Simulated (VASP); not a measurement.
A run of VASP 6.6.1 is set up as follows.

INCAR

```
SYSTEM = AlGaN2
  ALGO = Normal
  EDIFF = 1E-6
  EDIFFG = -0.01
  ENCUT = 520
  IBRION = 2
  ISIF = 2
  ISMEAR = 0
  LASPH = .True.
  LCHARG = .False.
  LREAL = .False.
  LWAVE = .False.
  NELM = 60
  NSW = 50
  PREC = Accurate
  SIGMA = 0.05
```

KPOINTS

```
k-points
0
Gamma
  8 8 6
  0 0 0
```

Contents of POSCAR:

```
AlGaN2
1.0
    2.8515055234      0.0000000000      0.0000000000
    0.0000000000      2.8515055234      0.0000000000
    0.0000000000      0.0000000000      4.8136264740
Al Ga N
1 1 2
Direct
    0.5000000000      0.5000000000      0.5000000000
    0.0000000000      0.0000000000      0.0000000000
    0.5000000000      0.0000000000      0.7400738390
    0.0000000000      0.5000000000      0.2599261610
```

Potentials or basis: VASP PAW LDA potentials, release 64 (Al, Ga_d, N).

Run with:

```console
$ cat potpaw_LDA.64/Al/POTCAR potpaw_LDA.64/Ga_d/POTCAR potpaw_LDA.64/N/POTCAR > POTCAR
$ mpirun -np 1 vasp_std > vasp.out
```

(1) Estimate the band gap on the k mesh.

(2) Predict the energy gained by relaxing.

Results:

(1) 2.58 eV (least direct gap 3.11 eV).

(2) 0.4 meV/atom.
